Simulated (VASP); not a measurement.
# InSb (F-43m) in VASP: notebook

Runs on InSb. Level: PBEsol. Tasks: relaxation of cell and atoms, single point.

All numbers are computed with VASP 6.6.1; they aren't measurements. Logs are shortened: lines on timing, memory, paths and dates and some standing lists are left out, and cuts for length are marked.

**1. The cell of the first run**

The structure is cubic, space group F-43m (No. 216). The conventional cell has a = 6.520 Å, b = 6.520 Å, c = 6.520 Å, α = 90.00°, β = 90.00°, γ = 90.00°. Within 3.7 Å of In (site symmetry -43m) lie 4 Sb at 2.82 Å. Within 3.7 Å of Sb (site symmetry -43m) lie 4 In at 2.82 Å.

**2. Relaxation of cell and atoms, PBEsol, target pressure 2 GPa, at which the enthalpy is minimised**

INCAR reads:

```
PREC = Accurate ; ENCUT = 600
EDIFF = 1E-6 ; ISMEAR = -1
SIGMA = 0.15 ; LREAL = False
LASPH = True ; NELM = 80
ALGO = Normal ; ISIF = 3
LWAVE = False ; LCHARG = False
GGA = PS ; IBRION = 2
NSW = 80 ; EDIFFG = -0.001
PSTRESS = 20.0
```

KPOINTS reads:

```
regular mesh
0
Gamma
  12 12 12
```

POSCAR reads:

```
InSb
1.0
    0.0000000000      3.2599290600      3.2599290600
    3.2599290600      0.0000000000      3.2599290600
    3.2599290600      3.2599290600      0.0000000000
In Sb
1 1
Direct
    0.0000000000      0.0000000000      0.0000000000
    0.7500000000      0.7500000000      0.7500000000
```

Potentials or basis: VASP PAW PBE potentials, release 64 (In_d, Sb).

Command:

```bash
cat potpaw_PBE.64/In_d/POTCAR potpaw_PBE.64/Sb/POTCAR > POTCAR
mpirun -np 1 vasp_std > vasp.out
```

OUTCAR:

```text
PREC = Accurate
   ENCUT = 600
   EDIFF = 1E-6
   ISMEAR = -1
   LREAL = False
   LASPH = True
   NELM = 80
   ISIF = 3
   GGA = PS
   IBRION = 2
   NSW = 80
   EDIFFG = -0.001
   PSTRESS = 20.0

 ion  position               nearest neighbor table
   1  0.000  0.000  0.000-   2 2.82   2 2.82   2 2.82   2 2.82
   2  0.750  0.750  0.750-   1 2.82   1 2.82   1 2.82   1 2.82

  LATTYP: Found a face centered cubic cell.
 ALAT       =     6.5198581200

  Lattice vectors:

 A1 = (   0.0000000000,   3.2599290600,   3.2599290600)
 A2 = (   3.2599290600,   0.0000000000,   3.2599290600)
 A3 = (   3.2599290600,   3.2599290600,   0.0000000000)

Analysis of symmetry for initial positions (statically):
=====================================================================
 Subroutine PRICEL returns:
 Original cell was already a primitive cell.

 Routine SETGRP: Setting up the symmetry group for a
 face centered cubic supercell.

 Subroutine GETGRP returns: Found 24 space group operations
 (whereof 24 operations were pure point group operations)
 out of a pool of 48 trial point group operations.

The static configuration has the point symmetry T_d .

Analysis of symmetry for dynamics (positions and initial velocities):
=====================================================================
 Subroutine PRICEL returns:
 Original cell was already a primitive cell.

 Routine SETGRP: Setting up the symmetry group for a
 face centered cubic supercell.

 Subroutine GETGRP returns: Found 24 space group operations
 (whereof 24 operations were pure point group operations)
 out of a pool of 48 trial point group operations.

The dynamic configuration has the point symmetry T_d .

 Subroutine INISYM returns: Found 24 space group operations
 (whereof 24 operations are pure point group operations),
 and found     1 'primitive' translations

----------------------------------------------------------------------------------------

                                     Primitive cell

  volume of cell :      69.2874

  direct lattice vectors                    reciprocal lattice vectors
     0.000000000  3.259929060  3.259929060    -0.153377571  0.153377571  0.153377571
     3.259929060  0.000000000  3.259929060     0.153377571 -0.153377571  0.153377571
     3.259929060  3.259929060  0.000000000     0.153377571  0.153377571 -0.153377571

  length of vectors
     4.610235889  4.610235889  4.610235889     0.265657745  0.265657745  0.265657745

  position of ions in fractional coordinates (direct lattice)
     0.000000000  0.000000000  0.000000000
     0.750000000  0.750000000  0.750000000

  ion indices of the primitive-cell ions
   primitive index   ion index
                 1           1
                 2           2

----------------------------------------------------------------------------------------

 KPOINTS: regular mesh

Automatic generation of k-mesh.
 Grid dimensions read from file:
 generate k-points for:   12   12   12

 Generating k-lattice:

  Cartesian coordinates                     Fractional coordinates (reciprocal lattice)
    -0.012781464  0.012781464  0.012781464     0.083333333  0.000000000  0.000000000
     0.012781464 -0.012781464  0.012781464     0.000000000  0.083333333  0.000000000
     0.012781464  0.012781464 -0.012781464     0.000000000  0.000000000  0.083333333

  Length of vectors
     0.022138145  0.022138145  0.022138145

  Shift w.r.t. Gamma in fractional coordinates (k-lattice)
     0.000000000  0.000000000  0.000000000

 Subroutine IBZKPT returns following result:
 ===========================================

 Found     72 irreducible k-points:

 Following reciprocal coordinates:
            Coordinates               Weight
  0.000000  0.000000  0.000000      1.000000
  0.083333  0.000000  0.000000      8.000000
  0.166667  0.000000  0.000000      8.000000
  0.250000  0.000000  0.000000      8.000000
  0.333333  0.000000  0.000000      8.000000
  0.416667  0.000000  0.000000      8.000000
[... 16 lines left out ...]
  0.500000  0.166667  0.000000     24.000000
 -0.416667  0.166667  0.000000     24.000000
 [... further k-points ...]
   k-points           NKPTS =     72   k-points in BZ     NKDIM =     72   number of bands    NBANDS=     13
   number of dos      NEDOS =    301   number of ions     NIONS =      2
   total plane-waves  NPLWV =  64000
   dimension x,y,z NGX =    40 NGY =   40 NGZ =   40
   dimension x,y,z NGXF=    80 NGYF=   80 NGZF=   80
   ions per type =               1   1
   NGX,Y,Z   is equivalent  to a cutoff of  14.42, 14.42, 14.42 a.u.
   NGXF,Y,Z  is equivalent  to a cutoff of  28.85, 28.85, 28.85 a.u.
 SYSTEM =  unknown system
   PREC   = accura    normal or accurate (medium, high low for compatibility)
   ISTART =      0    job   : 0-new  1-cont  2-samecut
   ICHARG =      2    charge: 1-file 2-atom 10-const
   ISPIN  =      1    spin polarized calculation?
   LNONCOLLINEAR =      F non collinear calculations
[... 11 lines left out ...]
   ISYM   =      2    0-nonsym 1-usesym 2-fastsym
   POTIM  = 0.5000    time-step for ionic-motion
   TEBEG  =    0.0;   TEEND  =   0.0 temperature during run
   PSTRESS=   20.0 pullay stress
   NELECT =      18.0000    total number of electrons
   NUPDOWN=      -1.0000    fix difference up-down
   EMIN   =  10.00;   EMAX   =-10.00  energy-range for DOS
   EFERMI =   0.00;   METHOD = LEGACY
   ISMEAR =    -1;   SIGMA  =   0.15  broadening in eV -4-tet -1-fermi 0-gaus
   EFERMI_NEDOS =   21; number of points for ismear=-14 and -15
   IALGO  =     38    algorithm
   IMIX   =      4    mixing-type and parameters
     AMIX     =   0.40;   BMIX     =  1.00
     AMIX_MAG =   1.60;   BMIX_MAG =  1.00
  volume/ion in A,a.u.               =      34.64       233.79
  Fermi-wavevector in a.u.,A,eV,Ry     =   1.044594  1.973996 14.846359  1.091177
  Thomas-Fermi vector in A             =   2.179353
   LORBIT       =      0    0 simple, 1 ext, 2 COOP (PROOUT), +10 PAW based schemes
   GGA     = PS    functional components
   LHFCALC =     F    Hartree Fock is set to
   AEXX    =    0.0000 exact exchange contribution
   IVDW    =     0    specifies the selected vdW correction
   LEPSILON=     F    determine dielectric tensor
   LRPA    =     F    only Hartree local field effects (RPA)
 conjugate gradient relaxation of ions
 non-spin polarized calculation
  energy-cutoff  :      600.00
  volume of cell :       69.29
 maximum number of plane-waves:      2334
 NGX is ok and might be reduce to    40
   NGX = 19   NGY = 19   NGZ = 19

--------------------------------------- Ionic step        1  -------------------------------------------

 number of electron      17.9999999 magnetization

 Free energy of the ion-electron system (eV)
  ---------------------------------------------------
  ext. energy  EPLUGINS =         0.00000000
  ---------------------------------------------------
  free energy    TOTEN  =        -7.70305465 eV

  energy without entropy =       -7.69600443  energy(sigma->0) =       -7.69952954

------------------------ aborting loop because EDIFF is reached ----------------------------------------

  FORCE on cell =-STRESS in cart. coord.  units (eV):
  Direction    XX          YY          ZZ          XY          YZ          ZX
  --------------------------------------------------------------------------------------
  -------------------------------------------------------------------------------------
  Total        0.0182344      0.0182344      0.0182344      0.0000000      0.0000000     -0.0000000
  in kB        0.4216453      0.4216453      0.4216453      0.0000000      0.0000000     -0.0000000
  external PRESSURE =     -19.5783547 kB  Pullay stress =      20.0000000 kB
[... 97 lines left out ...]
  energy  without entropy=       -7.6802526663  energy(sigma->0) =       -7.68304919

  enthalpy is  TOTEN    =        -6.8559528578 eV   P V=        0.8298928606

[... ionic steps 4 to 13 ...]

--------------------------------------- Ionic step       14  -------------------------------------------

 number of electron      18.0000002 magnetization

------------------------ aborting loop because EDIFF is reached ----------------------------------------
[... 71 lines left out ...]
--------------------------------------- Ionic step       16  -------------------------------------------

 number of electron      18.0000002 magnetization

 Free energy of the ion-electron system (eV)
  ---------------------------------------------------
  ext. energy  EPLUGINS =         0.00000000
  ---------------------------------------------------
  free energy    TOTEN  =        -7.68577425 eV

  energy without entropy =       -7.68018435  energy(sigma->0) =       -7.68297930

 E-fermi :   5.4688     XC(G=0):  -8.9661

 val. band max:        5.2026973464   @ k =   0.0000   0.0000   0.0000
 cond. band min:       5.7136413957   @ k =   0.5000   0.0000   0.0000
 fundamental gap:      0.5109440493
 Fermi energy:         5.4687721343

 k-point     1 :       0.0000    0.0000    0.0000
  band No.  band energies     occupation
      1      -9.3873      2.00000
      2      -9.3873      2.00000
      3      -9.3873      2.00000
      4      -9.2939      2.00000
      5      -9.2939      2.00000
      6      -5.6938      2.00000
      7       5.0717      1.86766
      8       5.2027      1.70987
      9       5.2027      1.70987
     10       5.2027      1.70987
     11       8.1303      0.00000
     12       8.1303      0.00000
     13       8.1303      0.00000
[... 354 lines left out ...]
  band No.  band energies     occupation
      1      -9.4474      2.00000
      2      -9.3621      2.00000
      3      -9.3599      2.00000
      4      -9.2958      2.00000
      5      -9.2929      2.00000
      6      -4.0990      2.00000
      7      -0.4799      2.00000
      8       2.7412      2.00000
      9       3.8726      1.99995
     10       6.9188      0.00013
     11       8.8540      0.00000
     12       9.6990      0.00000
     13      11.5940      0.00000

 [... further k-points ...]

------------------------ aborting loop because EDIFF is reached ----------------------------------------

  FORCE on cell =-STRESS in cart. coord.  units (eV):
  Direction    XX          YY          ZZ          XY          YZ          ZX
  --------------------------------------------------------------------------------------
  -------------------------------------------------------------------------------------
  Total        0.8314004      0.8314004      0.8314004      0.0000000      0.0000000      0.0000000
  in kB       20.0380526     20.0380526     20.0380526      0.0000000      0.0000000      0.0000000
  external PRESSURE =       0.0380526 kB  Pullay stress =      20.0000000 kB
[... 21 lines left out ...]
  energy  without entropy=       -7.6801843491  energy(sigma->0) =       -7.68297930

  enthalpy is  TOTEN    =        -6.8559527062 eV   P V=        0.8298215393

 reached required accuracy - stopping structural energy minimisation
```

It took 3 min on 1 thread of Intel Xeon 6975P-C (Granite Rapids), shared host; peak memory 0.3 GiB.

Results:

```
Free energy                                                : -7.6858 eV
Relaxed volume                                             : 33.24 Å³/atom
Relaxed cell                                               : a = 4.547 Å, b = 4.547 Å, c = 4.547 Å, α = 60.00°, β = 60.00°, γ = 60.00°
Space group after relaxing (to 0.1 Å)                      : F-43m (No. 216)
Energy change on relaxing (the run minimises the enthalpy) : +8.6 meV/atom
Ionic steps                                                : 16
Pressure after relaxing                                    : 2.0 GPa
Band gap on the k mesh                                     : zero (filled and empty bands touch)
```

Step by step:
```
step  energy change (eV)  largest force (eV/Å)  pressure (GPa)  volume (Å³)
   1              0.0000                0.0000            0.04        69.29
   2              0.0387                0.0000            3.13        65.13
   3              0.0172                0.0000            2.03        66.48
   4              0.0165                0.0000            1.96        66.54
   5              0.0165                0.0000            1.95        66.54
   6              0.0166                0.0000            1.95        66.53
   7              0.0166                0.0000            1.96        66.53
   8              0.0166                0.0000            1.96        66.53
   9              0.0166                0.0000            1.96        66.53
  10              0.0166                0.0000            1.96        66.53
  11              0.0166                0.0000            1.96        66.53
  12              0.0166                0.0000            1.96        66.53
  13              0.0167                0.0000            1.96        66.52
  14              0.0168                0.0000            1.98        66.52
  15              0.0169                0.0000            1.99        66.50
  16              0.0173                0.0000            2.00        66.48
```

Final structure:
```
In Sb
1.0
     0.00000    3.21523    3.21523
     3.21523    0.00000    3.21523
     3.21523    3.21523    0.00000
In Sb
1 1
Direct
  0.00000 0.00000 0.00000
  0.75000 0.75000 0.75000
```

Caveat: the cell is relaxed towards a set pressure, so the run minimises the enthalpy, not the energy; semilocal functionals underestimate gaps, so a narrow gap can read as zero; the PAW data sets were made with another functional, which shifts forces and pressure a little; spin-orbit coupling is left out, which moves the levels of the heavy elements.

**3. Relaxation of cell and atoms, PBEsol**

Edit INCAR of step 2 so:

```diff
@@ -8,2 +8 @@
 NSW = 80 ; EDIFFG = -0.001
-PSTRESS = 20.0
```

KPOINTS reads:

```
Automatic mesh
0
Gamma
  12 12 12
```

POSCAR reads:

```
InSb
1.0
    0.0000000000      3.2599290597      3.2599290597
    3.2599290597      0.0000000000      3.2599290597
    3.2599290597      3.2599290597      0.0000000000
In Sb
1 1
Direct
    0.0000000000      0.0000000000      0.0000000000
    0.7500000000      0.7500000000      0.7500000000
```

Potentials or basis: VASP PAW PBE potentials, release 64 (In_d, Sb).

Command:

```bash
cat potpaw_PBE.64/In_d/POTCAR potpaw_PBE.64/Sb/POTCAR > POTCAR
mpirun -np 1 vasp_std > vasp.out
```

It took 1.8 min on 1 thread of AMD EPYC 7R43 (Zen 3), shared host; peak memory 0.26 GiB.

It converged, with:

```yaml
Free_energy: -7.7031 eV
Relaxed_volume: 34.69 Å³/atom
Relaxed_cell: a = 4.612 Å, b = 4.612 Å, c = 4.612 Å, α = 60.00°, β = 60.00°, γ = 60.00°
Space_group_after_relaxing_to_0.1_Å: F-43m (No. 216)
Energy_gained_by_relaxing: 0.0 meV/atom
Ionic_steps: 2
Pressure_after_relaxing: 0.0 GPa
Band_gap_on_the_k_mesh: zero (filled and empty bands touch)
```

Final structure:
```
In Sb
1.0
     0.00000    3.26136    3.26136
     3.26136    0.00000    3.26136
     3.26136    3.26136    0.00000
In Sb
1 1
Direct
  0.00000 0.00000 0.00000
  0.75000 0.75000 0.75000
```

Levels at points of the mesh, in eV from the Fermi level:
```tsv
k point	band 5	band 6	band 7	band 8	band 9	band 10	band 11	band 12	band 13
(0.00, 0.00, 0.00)	-14.65	-10.86	-0.61	-0.24	-0.24	-0.24	2.70	2.70	2.70
(0.50, 0.00, 0.00)	-14.65	-9.54	-5.80	-1.22	-1.22	0.20	3.54	3.54	5.73
(0.50, 0.50, 0.00)	-14.64	-8.95	-6.10	-2.45	-2.45	1.04	1.05	7.77	7.77
```

Caveat: semilocal functionals underestimate gaps, so a narrow gap can read as zero; the PAW data sets were made with another functional, which shifts forces and pressure a little; spin-orbit coupling is left out, which moves the levels of the heavy elements.

**4. Single point, PBEsol (30.49 Å³/atom)**

This run uses another cell than the first one, of 30.49 Å³/atom.

INCAR reads:

```
ALGO = Normal ; EDIFF = 1E-6
ENCUT = 520 ; GGA = PS
ISIF = 2 ; ISMEAR = 0
LASPH = T ; LCHARG = F
LREAL = F ; LWAVE = F
NBANDS = 16 ; NELM = 60
PREC = Accurate ; SIGMA = 0.1
```

KPOINTS reads:

```
k-points
0
Gamma
  12 12 12
```

POSCAR reads:

```
InSb
1.0
    0.0000000000      3.1239377641      3.1239377641
    3.1239377641      0.0000000000      3.1239377641
    3.1239377641      3.1239377641      0.0000000000
In Sb
1 1
Direct
    0.0000000000      0.0000000000      0.0000000000
    0.2500000000      0.2500000000      0.2500000000
```

Command:

```bash
cat potpaw_PBE.64/In_d/POTCAR potpaw_PBE.64/Sb/POTCAR > POTCAR
mpirun -np 1 vasp_std > vasp.out
```

It took 70 s on 1 thread of Intel Xeon 8259CL, shared host; peak memory 0.24 GiB.

The run converged. Its results:

```yaml
Free_energy: -7.5286 eV
Pressure: 7.4 GPa
Band_gap_on_the_k_mesh: 0.38 eV
```

Levels at points of the mesh, in eV from the valence-band top:
| k point | band 7 | band 8 | band 9 | band 10 | band 11 | band 12 |
| --- | --- | --- | --- | --- | --- | --- |
| (0.00, 0.00, 0.00) | 0.00 | 0.00 | 0.00 | 0.38 | 2.90 | 2.90 |
| (0.50, 0.00, 0.00) | -6.23 | -1.20 | -1.20 | 0.67 | 3.77 | 3.77 |
| (0.50, 0.50, 0.00) | -6.46 | -2.67 | -2.67 | 1.04 | 1.17 | 8.78 |

Caveat: the cell stands under pressure; the PAW data sets were made with another functional, which shifts forces and pressure a little; spin-orbit coupling is left out, which moves the levels of the heavy elements.

**5. Single point, PBEsol (31.53 Å³/atom)**

This run uses another cell than the first one, of 31.53 Å³/atom.

INCAR reads:

```
ALGO     = Normal         # electronic algorithm
EDIFF    = 1E-6           # SCF threshold, eV
ENCUT    = 520            # plane-wave cutoff, eV
GGA      = PS             # functional
ISIF     = 2              # what is computed and relaxed
ISMEAR   = 0              # smearing method
LASPH    = T              # aspherical terms in the spheres
LCHARG   = F              # write CHGCAR
LREAL    = F              # projectors in reciprocal space
LWAVE    = F              # write WAVECAR
NBANDS   = 16             # bands
NELM     = 60             # most SCF steps
PREC     = Accurate       # precision mode
SIGMA    = 0.1            # smearing width, eV
```

KPOINTS is that of step 4.

POSCAR reads:

```
InSb
1.0
    0.0000000000      3.1590411266      3.1590411266
    3.1590411266      0.0000000000      3.1590411266
    3.1590411266      3.1590411266      0.0000000000
In Sb
1 1
Direct
    0.0000000000      0.0000000000      0.0000000000
    0.2500000000      0.2500000000      0.2500000000
```

Command:

```bash
cat potpaw_PBE.64/In_d/POTCAR potpaw_PBE.64/Sb/POTCAR > POTCAR
mpirun -np 1 vasp_std > vasp.out
```

Run time: 68 s. Hardware: 1 thread of Intel Xeon 8259CL, shared host; peak memory 0.25 GiB.

Results (log left out):

- Free energy: -7.6096 eV
- Pressure: 5.1 GPa
- Band gap on the k mesh: 0.18 eV

Levels at points of the mesh, in eV from the valence-band top:
```csv
k point,band 6,band 7,band 8,band 9,band 10,band 11,band 12,band 13
"(0.00, 0.00, 0.00)",-11.26,0.00,0.00,0.00,0.18,2.91,2.91,2.91
"(0.50, 0.00, 0.00)",-9.68,-6.04,-1.14,-1.14,0.61,3.78,3.78,5.89
"(0.50, 0.50, 0.00)",-8.97,-6.30,-2.55,-2.55,1.11,1.20,8.58,8.58
```

Caveat: the cell stands under pressure; the PAW data sets were made with another functional, which shifts forces and pressure a little; spin-orbit coupling is left out, which moves the levels of the heavy elements. A k mesh can miss the band edges.

**6. The runs side by side**

```tsv
task	cell	cutoff (eV)	smearing	gap on the mesh (eV)	pressure (GPa)
relaxation of cell and atoms	relaxed to 2 GPa from a = 4.610 Å, angles 60.0°, 2 atoms	600	fermi-dirac 0.15 eV	none	2.0
relaxation of cell and atoms	relaxed from a = 4.610 Å, angles 60.0°, 2 atoms	600	fermi-dirac 0.15 eV	none	0.0
single point	a = 4.418 Å, angles 60.0°, 2 atoms	520	gaussian 0.1 eV	0.38	7.4
single point	a = 4.468 Å, angles 60.0°, 2 atoms	520	gaussian 0.1 eV	0.18	5.1
```

Alike in all rows: level PBEsol; potentials or basis VASP PAW PBE potentials, release 64 (In_d, Sb); no spin polarisation; k mesh 12 × 12 × 12.

Caveats: the PAW data sets were made with another functional, which shifts forces and pressure a little; spin-orbit coupling is left out, which moves the levels of the heavy elements; semilocal functionals underestimate gaps, so a narrow gap can read as zero (at least some runs); the cell stands under pressure (at least some runs); the cell is relaxed towards a set pressure, so the run minimises the enthalpy, not the energy (at least some runs).

Absolute energies hang on the potentials; compare differences alone.
